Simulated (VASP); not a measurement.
Write the native input for VASP 6.6.1 that does the following.

```
Task                   : relaxation of cell and atoms
Functional             : PBE
Potentials or basis    : VASP PAW PBE potentials, release 64 (Nb_sv)
Cutoff                 : 600 eV
k mesh                 : 9 × 9 × 9
Occupations            : fermi-dirac, width 0.05 eV
Spin                   : no spin polarisation
Dipole correction      : no
Further INCAR settings : ALGO = Normal; EDIFF = 1e-06; IBRION = 2; EDIFFG = -0.03; NSW = 80; ISIF = 3
```

The structure of Nb lies in POSCAR:

```
Nb
1.0
    1.6541430453      1.6541430453      1.6541430453
   -1.6541430453      1.6541430453      1.6541430453
   -1.6541430453     -1.6541430453      1.6541430453
Nb
1
Direct
    0.0000000000      0.0000000000      0.0000000000
```

The input as run:

INCAR

```
SYSTEM = Nb
ALGO = Normal
EDIFF = 1E-6
EDIFFG = -0.03
ENCUT = 600
GGA = PE
IBRION = 2
ISIF = 3
ISMEAR = -1
LASPH = .True.
LCHARG = .False.
LREAL = .False.
LWAVE = .False.
NELM = 60
NSW = 80
PREC = Accurate
SIGMA = 0.05
```

KPOINTS

```
k-points
0
Gamma
  9 9 9
  0 0 0
```

Potentials or basis: VASP PAW PBE potentials, release 64 (Nb_sv).

Run with:

```sh
$ cat potpaw_PBE.64/Nb_sv/POTCAR > POTCAR
$ mpirun -np 1 vasp_std > vasp.out
```

It gave:

```yaml
Relaxed_volume: 18.07 Å³/atom
Relaxed_cell: a = 2.863 Å, b = 2.863 Å, c = 2.863 Å, α = 70.53°, β = 109.47°, γ = 70.53°
Space_group_after_relaxing_to_0.1_Å: Im-3m (No. 229)
Energy_gained_by_relaxing: 0.0 meV/atom
Ionic_steps: 3
Pressure_after_relaxing: 0.0 GPa
Band_gap_on_the_k_mesh: zero (an odd number of electrons rules out a gap without spin polarisation)
```

Run time: 23 s on 1 thread of Intel Xeon 8259CL (shared host), peak memory 0.14 GiB.
